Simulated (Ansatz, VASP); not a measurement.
## One calculation of AlP, two programs

```xyz
2
Lattice="0.0000 2.7352 2.7352 2.7352 0.0000 2.7352 2.7352 2.7352 0.0000" Properties=species:S:1:pos:R:3 pbc="T T T"
Al    0.0000    0.0000    0.0000
P     1.3676    1.3676    1.3676
```

Alike in both runs: task single point; functional PBEsol; k mesh 8 × 8 × 8; occupations gaussian, width 0.02 eV; no spin polarisation.

```csv
,VASP,Ansatz
version,VASP 6.6.1,Ansatz 0.2.0
potentials or method,"VASP PAW PBE potentials, release 64 (Al, P), cutoff 500 eV","scalar-relativistic, plane waves, PAW"
valence electrons in the cell,8,8
```

Ansatz gave:

- gap on the k mesh at the Fermi level (eV): 1.45
- least direct gap on the mesh (eV): 3.15
- pressure (GPa): 0.0

Problem. What did VASP give for the same quantities?

Solution. gap on the k mesh at the Fermi level (eV): 1.45; least direct gap on the mesh (eV): 3.16; pressure (GPa): 0.0.

VASP's potentials were made for PBE, not for PBEsol.
